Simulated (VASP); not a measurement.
A run of VASP 6.6.1:

Contents of INCAR:

```
SYSTEM = Au
PREC = Accurate
ENCUT = 600
EDIFF = 1E-7
ISMEAR = -1
SIGMA = 0.1
LREAL = .False.
LASPH = .True.
NELM = 80
ALGO = Normal
ISIF = 3
LWAVE = .False.
LCHARG = .False.
GGA = PE
IBRION = 2
NSW = 60
EDIFFG = -0.005
PSTRESS = 2700.0
```

File KPOINTS:

```
Automatic mesh
0
Gamma
  17 17 17
  0 0 0
```

POSCAR

```
Au
1.0
    2.2492173216      0.0000000000      0.0000000000
    0.0000000000      2.2492173216      0.0000000000
    0.0000000000      0.0000000000      2.2492173216
Au
1
Direct
    0.0000000000      0.0000000000      0.0000000000
```

Potentials or basis: VASP PAW PBE potentials, release 64 (Au).

Command:

```sh
$ cat potpaw_PBE.64/Au/POTCAR > POTCAR
$ mpirun -np 1 vasp_std > vasp.out
```

Hardware: 1 thread of Intel(R) Xeon(R) Platinum 8488C (Sapphire Rapids) (shared host).

**Question.** Estimate the wall time of this run.

**Answer.** Wall time 46 s on 1 thread of Intel(R) Xeon(R) Platinum 8488C (Sapphire Rapids), with other jobs on the host, peak memory 0.14 GiB. Counts: scf iterations 70, k points 165, ion steps 18.
